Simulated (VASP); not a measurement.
Runs of VASP 6.6.1 on Ti. The structure is that of space group P6_3/mmc (No. 194), or close to it. The cells are those of the table. 

```tsv
spin	cell	k mesh	smearing	gap on the mesh (eV)	pressure (GPa)
off	a = 2.934, b = 2.934, c = 9.388 Å, angles 90.0, 90.0, 120.0°, 4 atoms	12 × 12 × 4	fermi-dirac 0.1 eV	none	-0.3
off	a = 2.895, b = 2.895, c = 9.261 Å, angles 90.0, 90.0, 120.0°, 4 atoms	14 × 14 × 4	fermi-dirac 0.1 eV	none	4.5
off	a = 2.973, b = 2.973, c = 9.512 Å, angles 90.0, 90.0, 120.0°, 4 atoms	14 × 14 × 4	fermi-dirac 0.1 eV	none	(a)
collinear	a = 2.896, b = 2.896, c = 9.244 Å, angles 90.0, 90.0, 120.0°, 4 atoms	14 × 14 × 4	fermi-dirac 0.05 eV	none	4.5
off	a = 2.934, b = 2.934, c = 9.388 Å, angles 90.0, 90.0, 120.0°, 4 atoms	16 × 16 × 5	fermi-dirac 0.1 eV	none	-0.2
off	a = 3.011, b = 3.011, c = 9.632 Å, angles 90.0, 90.0, 120.0°, 4 atoms	14 × 14 × 4	fermi-dirac 0.1 eV	none	-7.5
```

Alike in all rows: task single point; level PBE; potentials or basis VASP PAW PBE potentials, release 64 (Ti_sv); cutoff (eV) 520.

Q: Fill in the values left out.

A: (a) -4.2.

Caveats: the cell stands under pressure (at least some runs); the cell stands under tension (at least some runs).

A gap of «none» marks levels without a gap at the run's occupations.
